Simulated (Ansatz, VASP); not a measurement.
BRuSe in VASP and in Ansatz

```xyz
6
Lattice="3.8618 0.0000 0.0000 0.0000 3.8618 0.0000 0.0000 0.0000 6.3380" Properties=species:S:1:pos:R:3 pbc="T T T"
Ru    2.8963    0.9654    0.0000
Ru    0.9654    2.8963    0.0000
Se    0.9654    0.9654    4.2845
Se    2.8963    2.8963    2.0535
B     0.9654    0.9654    1.0965
B     2.8963    2.8963    5.2416
```

Alike in both runs: task single point; functional LDA; k mesh 5 × 5 × 3; no spin polarisation.

```csv
,VASP,Ansatz
version,VASP 6.6.1,Ansatz 0.2.0
potentials or method,"VASP PAW LDA potentials, release 64 (Ru_pv, Se, B), cutoff 520 eV",PAW plane waves
occupations,"fermi-dirac, width 0.1 eV",fermi-dirac
valence electrons in the cell,46,70
```

Ansatz gave:

* gap on the k mesh at the Fermi level (eV): none
* pressure (GPa): -14.3
* traceless stress, the component that is largest in VASP (GPa): -9.48
* rms of the force components (eV/Å): 0.909

Question: What did VASP give for the same quantities?

Answer: gap on the k mesh at the Fermi level (eV): none; pressure (GPa): -14.0; traceless stress, the component that is largest in VASP (GPa): -9.57; rms of the force components (eV/Å): 0.896.

LDA's correlation is that of Perdew and Zunger in VASP and of Perdew and Wang (1992) in Ansatz. Atom by atom the forces differ by 0.014 eV/Å (rms over components). A gap of «none» marks a metal or a gap that the smearing closes. VASP's potentials hold 46 valence electrons a cell and Ansatz's 70, so a difference there can come from the potentials and not from the codes.
